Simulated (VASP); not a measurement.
# KI in VASP: a series of runs

Aim: see how the results for KI move with the level of theory and the settings. Levels: PBE, r2SCAN. Tasks: single point, relaxation of cell and atoms.

Program: VASP 6.6.1. These are calculated values, not measurements. Logs are shortened: lines on timing, memory, paths and dates and some standing lists are left out, and cuts for length are marked.

## Step 1: The cell of the first run

The typed cell holds 4 atoms: a = 6.089 Å, b = 6.089 Å, c = 7.120 Å, α = 90.00°, β = 90.00°, γ = 120.00°.

## Step 2: Single point, PBE

INCAR reads:

```
SYSTEM = KI
  PREC = Accurate
  ENCUT = 520
  EDIFF = 1E-6
  ISMEAR = 0
  SIGMA = 0.02
  LREAL = .FALSE.
  LASPH = .TRUE.
  NELM = 80
  ALGO = Normal
  ISIF = 2
  LWAVE = .FALSE.
  LCHARG = .FALSE.
  GGA = PE
  NBANDS = 24
```

KPOINTS reads:

```
regular mesh
0
G
  6 6 4
  0 0 0
```

POSCAR reads:

```
KI
1.0
    6.0888820102      0.0000000000      0.0000000000
   -3.0444410051      5.2731265014      0.0000000000
    0.0000000000      0.0000000000      7.1196570644
K I
2 2
Direct
    0.3333333333      0.6666666667      0.9365774251
    0.6666666667      0.3333333333      0.4365774251
    0.3333333333      0.6666666667      0.4365575049
    0.6666666667      0.3333333333      0.9365575049
```

Potentials or basis: VASP PAW PBE potentials, release 64 (K_sv, I).

On the command line:

```bash
> cat potpaw_PBE.64/K_sv/POTCAR potpaw_PBE.64/I/POTCAR > POTCAR
> mpirun -np 1 vasp_std > vasp.out
```

OUTCAR:

```text
SYSTEM = KI
   PREC = Accurate
   ENCUT = 520
   EDIFF = 1E-6
   ISMEAR = 0
   LREAL = .FALSE.
   LASPH = .TRUE.
   NELM = 80
   ISIF = 2
   GGA = PE

 ion  position               nearest neighbor table
   1  0.333  0.667  0.937-   4 3.52   4 3.52   4 3.52   3 3.56   3 3.56
   2  0.667  0.333  0.437-   3 3.52   3 3.52   3 3.52   4 3.56   4 3.56
   3  0.333  0.667  0.437-   2 3.52   2 3.52   2 3.52   1 3.56   1 3.56
   4  0.667  0.333  0.937-   1 3.52   1 3.52   1 3.52   2 3.56   2 3.56

  LATTYP: Found a hexagonal cell.
 ALAT       =     6.0888820102
 C/A-ratio  =     1.1692880651

  Lattice vectors:

 A1 = (   6.0888820102,   0.0000000000,   0.0000000000)
 A2 = (  -3.0444410051,   5.2731265014,   0.0000000000)
 A3 = (   0.0000000000,   0.0000000000,   7.1196570644)

Analysis of symmetry for initial positions (statically):
=====================================================================
 Subroutine PRICEL returns:
 Original cell was already a primitive cell.

 Routine SETGRP: Setting up the symmetry group for a
 hexagonal supercell.

 Subroutine GETGRP returns: Found 12 space group operations
 (whereof  6 operations were pure point group operations)
 out of a pool of 24 trial point group operations.

The static configuration has the point symmetry C_3v.
 The point group associated with its full space group is C_6v.

Analysis of symmetry for dynamics (positions and initial velocities):
=====================================================================
 Subroutine PRICEL returns:
 Original cell was already a primitive cell.

 Routine SETGRP: Setting up the symmetry group for a
 hexagonal supercell.

 Subroutine GETGRP returns: Found 12 space group operations
 (whereof  6 operations were pure point group operations)
 out of a pool of 24 trial point group operations.

The dynamic configuration has the point symmetry C_3v.
 The point group associated with its full space group is C_6v.

 Subroutine INISYM returns: Found 12 space group operations
 (whereof  6 operations are pure point group operations),
 and found     1 'primitive' translations

----------------------------------------------------------------------------------------

                                     Primitive cell

  volume of cell :     228.5940

  direct lattice vectors                    reciprocal lattice vectors
     6.088882010  0.000000000  0.000000000     0.164233762  0.094820407  0.000000000
    -3.044441005  5.273126501  0.000000000     0.000000000  0.189640814  0.000000000
     0.000000000  0.000000000  7.119657064     0.000000000  0.000000000  0.140456203

  length of vectors
     6.088882010  6.088882010  7.119657064     0.189640814  0.189640814  0.140456203

  position of ions in fractional coordinates (direct lattice)
     0.333333333  0.666666667  0.936577425
     0.666666667  0.333333333  0.436577425
     0.333333333  0.666666667  0.436557505
     0.666666667  0.333333333  0.936557505

  ion indices of the primitive-cell ions
   primitive index   ion index
                 1           1
                 2           2
                 3           3
                 4           4

----------------------------------------------------------------------------------------

 KPOINTS: regular mesh

Automatic generation of k-mesh.
 Grid dimensions read from file:
 generate k-points for:    6    6    4

 Generating k-lattice:

  Cartesian coordinates                     Fractional coordinates (reciprocal lattice)
     0.027372294  0.015803401  0.000000000     0.166666667  0.000000000  0.000000000
     0.000000000  0.031606802  0.000000000     0.000000000  0.166666667  0.000000000
     0.000000000  0.000000000  0.035114051     0.000000000  0.000000000  0.250000000

  Length of vectors
     0.031606802  0.031606802  0.035114051

  Shift w.r.t. Gamma in fractional coordinates (k-lattice)
     0.000000000  0.000000000  0.000000000

 Subroutine IBZKPT returns following result:
 ===========================================

 Found     21 irreducible k-points:

 Following reciprocal coordinates:
            Coordinates               Weight
  0.000000  0.000000  0.000000      1.000000
  0.166667  0.000000  0.000000      6.000000
  0.333333  0.000000  0.000000      6.000000
  0.500000  0.000000  0.000000      3.000000
  0.166667  0.166667  0.000000      6.000000
  0.333333  0.166667  0.000000     12.000000
[... 13 lines left out ...]
  0.333333  0.166667  0.500000     12.000000
  0.333333  0.333333  0.500000      2.000000
   k-points           NKPTS =     21   k-points in BZ     NKDIM =     21   number of bands    NBANDS=     24
   number of dos      NEDOS =    301   number of ions     NIONS =      4
   total plane-waves  NPLWV = 124416
   dimension x,y,z NGX =    48 NGY =   48 NGZ =   54
   dimension x,y,z NGXF=    96 NGYF=   96 NGZF=  108
   ions per type =               2   2
   NGX,Y,Z   is equivalent  to a cutoff of  13.11, 13.11, 12.61 a.u.
   NGXF,Y,Z  is equivalent  to a cutoff of  26.21, 26.21, 25.22 a.u.
 SYSTEM =  KI
   PREC   = accura    normal or accurate (medium, high low for compatibility)
   ISTART =      0    job   : 0-new  1-cont  2-samecut
   ICHARG =      2    charge: 1-file 2-atom 10-const
   ISPIN  =      1    spin polarized calculation?
   LNONCOLLINEAR =      F non collinear calculations
   LSORBIT =      F    spin-orbit coupling
   LASPH  =      T    aspherical Exc in radial PAW
   ENCUT  =  520.0 eV  38.22 Ry    6.18 a.u.  11.32 11.32 13.24*2*pi/ulx,y,z
   NELM   =     80;   NELMIN=  2; NELMDL= -5     # of ELM steps
   EDIFF  = 0.1E-05   stopping-criterion for ELM
   LREAL  =      F    real-space projection
   EDIFFG = 0.1E-04   stopping-criterion for IOM
   NSW    =      0    number of steps for IOM
   IBRION =     -1    ionic relax: 0-MD 1-quasi-New 2-CG
   NFREE  =      0    steps in history (QN), initial steepest desc. (CG)
   ISIF   =      2    stress and relaxation
   ISYM   =      2    0-nonsym 1-usesym 2-fastsym
   POTIM  = 0.5000    time-step for ionic-motion
   TEBEG  =    0.0;   TEEND  =   0.0 temperature during run
   PSTRESS=    0.0 pullay stress
   NELECT =      32.0000    total number of electrons
   NUPDOWN=      -1.0000    fix difference up-down
   EMIN   =  10.00;   EMAX   =-10.00  energy-range for DOS
   EFERMI =   0.00;   METHOD = LEGACY
   ISMEAR =     0;   SIGMA  =   0.02  broadening in eV -4-tet -1-fermi 0-gaus
   EFERMI_NEDOS =   21; number of points for ismear=-14 and -15
   IALGO  =     38    algorithm
   IMIX   =      4    mixing-type and parameters
     AMIX     =   0.40;   BMIX     =  1.00
     AMIX_MAG =   1.60;   BMIX_MAG =  1.00
  volume/ion in A,a.u.               =      57.15       385.66
  Fermi-wavevector in a.u.,A,eV,Ry     =   0.850034  1.606332  9.831007  0.722559
  Thomas-Fermi vector in A             =   1.965949
   LORBIT       =      0    0 simple, 1 ext, 2 COOP (PROOUT), +10 PAW based schemes
   GGA     = PE    functional components
   LHFCALC =     F    Hartree Fock is set to
   AEXX    =    0.0000 exact exchange contribution
   IVDW    =     0    specifies the selected vdW correction
   LEPSILON=     F    determine dielectric tensor
   LRPA    =     F    only Hartree local field effects (RPA)
 non-spin polarized calculation
 Gauss-broadening in eV      SIGMA  =   0.02
  energy-cutoff  :      520.00
  volume of cell :      228.59
 maximum number of plane-waves:      6207
 NGX is ok and might be reduce to    48
   NGX = 23   NGY = 23   NGZ = 27

 number of electron      32.0000001 magnetization

 Free energy of the ion-electron system (eV)
  ---------------------------------------------------
  ext. energy  EPLUGINS =         0.00000000
  ---------------------------------------------------
  free energy    TOTEN  =       -10.97157206 eV

  energy without entropy =      -10.97157206  energy(sigma->0) =      -10.97157206

 E-fermi :  -1.3857     XC(G=0):  -6.0433

 val. band max:       -1.5836901922   @ k =   0.0000   0.0000   0.0000
 cond. band min:       2.1662177996   @ k =   0.0000   0.0000   0.0000
 fundamental gap:      3.7499079919
 Fermi energy:        -1.3856787600

 k-point     1 :       0.0000    0.0000    0.0000
  band No.  band energies     occupation
      1     -30.2684      2.00000
      2     -30.2665      2.00000
      3     -13.7753      2.00000
      4     -13.7739      2.00000
      5     -13.7739      2.00000
      6     -13.7608      2.00000
[... 16 lines left out ...]
     23       5.4479      0.00000
     24       6.4544      0.00000

 k-point     2 :       0.1667    0.0000    0.0000
  band No.  band energies     occupation
      1     -30.2683      2.00000
      2     -30.2666      2.00000
      3     -13.7822      2.00000
      4     -13.7749      2.00000
      5     -13.7732      2.00000
      6     -13.7707      2.00000
[... 16 lines left out ...]
     23       5.7130      0.00000
     24       5.8913      0.00000

 k-point     3 :       0.3333    0.0000    0.0000
  band No.  band energies     occupation
      1     -30.2679      2.00000
      2     -30.2668      2.00000
      3     -13.7987      2.00000
      4     -13.7899      2.00000
      5     -13.7767      2.00000
      6     -13.7680      2.00000
[... 16 lines left out ...]
     23       5.6489      0.00000
     24       6.0437      0.00000
[... 433 lines left out ...]
 k-point    20 :       0.3333    0.1667    0.5000
  band No.  band energies     occupation
      1     -30.2673      2.00000
      2     -30.2673      2.00000
      3     -13.8346      2.00000
      4     -13.8346      2.00000
      5     -13.7700      2.00000
      6     -13.7700      2.00000
[... 16 lines left out ...]
     23       5.8407      0.00000
     24       5.8407      0.00000

 k-point    21 :       0.3333    0.3333    0.5000
  band No.  band energies     occupation
      1     -30.2673      2.00000
      2     -30.2673      2.00000
      3     -13.8390      2.00000
      4     -13.8390      2.00000
      5     -13.7710      2.00000
      6     -13.7710      2.00000
[... 16 lines left out ...]
     23       5.8694      0.00000
     24       5.8694      0.00000

------------------------ aborting loop because EDIFF is reached ----------------------------------------

  FORCE on cell =-STRESS in cart. coord.  units (eV):
  Direction    XX          YY          ZZ          XY          YZ          ZX
  --------------------------------------------------------------------------------------
  -------------------------------------------------------------------------------------
  Total        0.0271284      0.0271284      0.0151082      0.0000000      0.0000000      0.0000000
  in kB        0.1901381      0.1901381      0.1058905      0.0000000      0.0000000      0.0000000
  external PRESSURE =       0.1620556 kB  Pullay stress =       0.0000000 kB

 VOLUME and BASIS-vectors are now :
 -----------------------------------------------------------------------------
  energy-cutoff  :      520.00
  volume of cell :      228.59
      direct lattice vectors                 reciprocal lattice vectors
     6.088882010  0.000000000  0.000000000     0.164233762  0.094820407  0.000000000
    -3.044441005  5.273126501  0.000000000     0.000000000  0.189640814  0.000000000
     0.000000000  0.000000000  7.119657064     0.000000000  0.000000000  0.140456203

 POSITION                                       TOTAL-FORCE (eV/Angst)
 -----------------------------------------------------------------------------------
     -0.00000      3.51542      6.66811        -0.000000      0.000000     -0.000138
      3.04444      1.75771      3.10828         0.000000     -0.000000     -0.000138
     -0.00000      3.51542      3.10814         0.000000      0.000000      0.000138
      3.04444      1.75771      6.66797        -0.000000      0.000000      0.000138
 -----------------------------------------------------------------------------------
    total drift:                               -0.000000      0.000000      0.000163

  FREE ENERGIE OF THE ION-ELECTRON SYSTEM (eV)
  ---------------------------------------------------
  free  energy   TOTEN  =       -10.9715720586 eV

  energy  without entropy=      -10.9715720586  energy(sigma->0) =      -10.97157206
```

Wall time 3.5 min (1 thread of Oxide Virtual Turin-like, shared host); peak memory 0.35 GiB.

Results:

```
Free energy            : -10.9716 eV
Pressure               : 0.0 GPa
Band gap on the k mesh : 3.75 eV
```

Levels at points of the mesh, in eV from the valence-band top:
```csv
k point,band 13,band 14,band 15,band 16,band 17,band 18,band 19,band 20
"(0.00, 0.00, 0.00)",-0.51,-0.27,-0.27,0.00,3.75,5.72,6.36,6.36
"(0.50, 0.00, 0.00)",-0.54,-0.48,-0.29,-0.15,5.34,5.51,5.84,5.86
"(0.00, 0.00, 0.50)",-0.40,-0.40,-0.40,-0.40,4.89,4.89,6.93,6.93
"(0.50, 0.00, 0.50)",-0.39,-0.39,-0.25,-0.25,5.43,5.43,7.02,7.02
```

Caveat: spin-orbit coupling is left out, which moves the levels of the heavy elements. A k mesh can miss the band edges.

## Step 3: Single point, PBE

INCAR reads:

```
  ALGO = Normal
  EDIFF = 1E-6
  ENCUT = 520
  GGA = PE
  ISIF = 2
  ISMEAR = 0
  LASPH = T
  LCHARG = T
  LELF = T
  LREAL = F
  LVHAR = T
  LWAVE = F
  NBANDS = 24
  NELM = 100
  PREC = Accurate
  SIGMA = 0.01
```

KPOINTS reads:

```
k-points
0
Gamma
  6 6 4
```

POSCAR reads:

```
KI
1.0
    6.0888820102      0.0000000000      0.0000000000
   -3.0444410051      5.2731265014      0.0000000000
    0.0000000000      0.0000000000      7.1196570644
K I
2 2
Direct
    0.3333333333      0.6666666667      0.9365674650
    0.6666666667      0.3333333333      0.4365674650
    0.3333333333      0.6666666667      0.4365674650
    0.6666666667      0.3333333333      0.9365674650
```

Potentials or basis: VASP PAW PBE potentials, release 64 (K_sv, I).

On the command line:

```bash
> cat potpaw_PBE.64/K_sv/POTCAR potpaw_PBE.64/I/POTCAR > POTCAR
> mpirun -np 1 vasp_std > vasp.out
```

OUTCAR:

```text
EDIFF = 1E-6
   ENCUT = 520
   GGA = PE
   ISIF = 2
   ISMEAR = 0
   LASPH = T
   LREAL = F
   NELM = 100
   PREC = Accurate

 ion  position               nearest neighbor table
   1  0.333  0.667  0.937-   4 3.52   4 3.52   4 3.52   3 3.56   3 3.56
   2  0.667  0.333  0.437-   3 3.52   3 3.52   3 3.52   4 3.56   4 3.56
   3  0.333  0.667  0.437-   2 3.52   2 3.52   2 3.52   1 3.56   1 3.56
   4  0.667  0.333  0.937-   1 3.52   1 3.52   1 3.52   2 3.56   2 3.56

  LATTYP: Found a hexagonal cell.
 ALAT       =     6.0888820102
 C/A-ratio  =     1.1692880651

  Lattice vectors:

 A1 = (   6.0888820102,   0.0000000000,   0.0000000000)
 A2 = (  -3.0444410051,   5.2731265014,   0.0000000000)
 A3 = (   0.0000000000,   0.0000000000,   7.1196570644)

Analysis of symmetry for initial positions (statically):
=====================================================================
 Subroutine PRICEL returns:
 Original cell was already a primitive cell.

 Routine SETGRP: Setting up the symmetry group for a
 hexagonal supercell.

 Subroutine GETGRP returns: Found 24 space group operations
 (whereof  6 operations were pure point group operations)
 out of a pool of 24 trial point group operations.

The static configuration has the point symmetry C_3v.
 The point group associated with its full space group is D_6h.

Analysis of symmetry for dynamics (positions and initial velocities):
=====================================================================
 Subroutine PRICEL returns:
 Original cell was already a primitive cell.

 Routine SETGRP: Setting up the symmetry group for a
 hexagonal supercell.

 Subroutine GETGRP returns: Found 24 space group operations
 (whereof  6 operations were pure point group operations)
 out of a pool of 24 trial point group operations.

The dynamic configuration has the point symmetry C_3v.
[... 117 lines left out ...]
   IALGO  =     38    algorithm
   IMIX   =      4    mixing-type and parameters
     AMIX     =   0.40;   BMIX     =  1.00
     AMIX_MAG =   1.60;   BMIX_MAG =  1.00
  volume/ion in A,a.u.               =      57.15       385.66
  Fermi-wavevector in a.u.,A,eV,Ry     =   0.850034  1.606332  9.831007  0.722559
  Thomas-Fermi vector in A             =   1.965949
   LORBIT       =      0    0 simple, 1 ext, 2 COOP (PROOUT), +10 PAW based schemes
   GGA     = PE    functional components
   LHFCALC =     F    Hartree Fock is set to
   AEXX    =    0.0000 exact exchange contribution
   IVDW    =     0    specifies the selected vdW correction
   LEPSILON=     F    determine dielectric tensor
   LRPA    =     F    only Hartree local field effects (RPA)
 non-spin polarized calculation
 Gauss-broadening in eV      SIGMA  =   0.01
  energy-cutoff  :      520.00
  volume of cell :      228.59
 maximum number of plane-waves:      6207
 NGX is ok and might be reduce to    48
   NGX = 23   NGY = 23   NGZ = 27

 number of electron      32.0000001 magnetization

 Free energy of the ion-electron system (eV)
  ---------------------------------------------------
  ext. energy  EPLUGINS =         0.00000000
  ---------------------------------------------------
  free energy    TOTEN  =       -10.97157208 eV

  energy without entropy =      -10.97157208  energy(sigma->0) =      -10.97157208

 E-fermi :  -1.5041     XC(G=0):  -6.0433

 val. band max:       -1.5836901425   @ k =   0.0000   0.0000   0.0000
 cond. band min:       2.1662178048   @ k =   0.0000   0.0000   0.0000
 fundamental gap:      3.7499079474
 Fermi energy:        -1.5040569888

 k-point     1 :       0.0000    0.0000    0.0000
  band No.  band energies     occupation
      1     -30.2684      2.00000
      2     -30.2665      2.00000
      3     -13.7753      2.00000
      4     -13.7739      2.00000
      5     -13.7739      2.00000
      6     -13.7608      2.00000
[... 556 lines left out ...]
     23       5.8694      0.00000
     24       5.8694      0.00000

------------------------ aborting loop because EDIFF is reached ----------------------------------------

  FORCE on cell =-STRESS in cart. coord.  units (eV):
  Direction    XX          YY          ZZ          XY          YZ          ZX
  --------------------------------------------------------------------------------------
  -------------------------------------------------------------------------------------
  Total        0.0271270      0.0271270      0.0151044      0.0000000      0.0000000     -0.0000000
  in kB        0.1901285      0.1901285      0.1058641      0.0000000      0.0000000     -0.0000000
  external PRESSURE =       0.1620404 kB  Pullay stress =       0.0000000 kB

 VOLUME and BASIS-vectors are now :
 -----------------------------------------------------------------------------
  energy-cutoff  :      520.00
  volume of cell :      228.59
      direct lattice vectors                 reciprocal lattice vectors
     6.088882010  0.000000000  0.000000000     0.164233762  0.094820407  0.000000000
    -3.044441005  5.273126501  0.000000000     0.000000000  0.189640814  0.000000000
     0.000000000  0.000000000  7.119657064     0.000000000  0.000000000  0.140456203

 POSITION                                       TOTAL-FORCE (eV/Angst)
 -----------------------------------------------------------------------------------
     -0.00000      3.51542      6.66804        -0.000000      0.000000     -0.000000
      3.04444      1.75771      3.10821         0.000000     -0.000000      0.000000
     -0.00000      3.51542      3.10821        -0.000000      0.000000     -0.000000
      3.04444      1.75771      6.66804         0.000000     -0.000000     -0.000000
 -----------------------------------------------------------------------------------
    total drift:                               -0.000000      0.000000      0.000004

  FREE ENERGIE OF THE ION-ELECTRON SYSTEM (eV)
  ---------------------------------------------------
  free  energy   TOTEN  =       -10.9715720789 eV

  energy  without entropy=      -10.9715720789  energy(sigma->0) =      -10.97157208
```

stdout:

```text
POSCAR found type information on POSCAR K I
 POSCAR found :  2 types and       4 ions
 scaLAPACK will be used
 LDA part: xc-table for (Slater+PW92), standard interpolation
 POSCAR, INCAR and KPOINTS ok, starting setup
 FFT: planning ... GRIDC
 FFT: planning ... GRID_SOFT
 FFT: planning ... GRID
 WAVECAR not read
 entering main loop
```

It took 2.4 min on 1 thread of Oxide Virtual Turin-like, shared host; peak memory 0.34 GiB.

Results:

| Property | Result |
| --- | --- |
| Free energy | -10.9716 eV |
| Pressure | 0.0 GPa |
| Band gap on the k mesh | 3.75 eV |

Caveat: spin-orbit coupling is left out, which moves the levels of the heavy elements. A k mesh can miss the band edges.

(Part 1 of 2 ends here.)
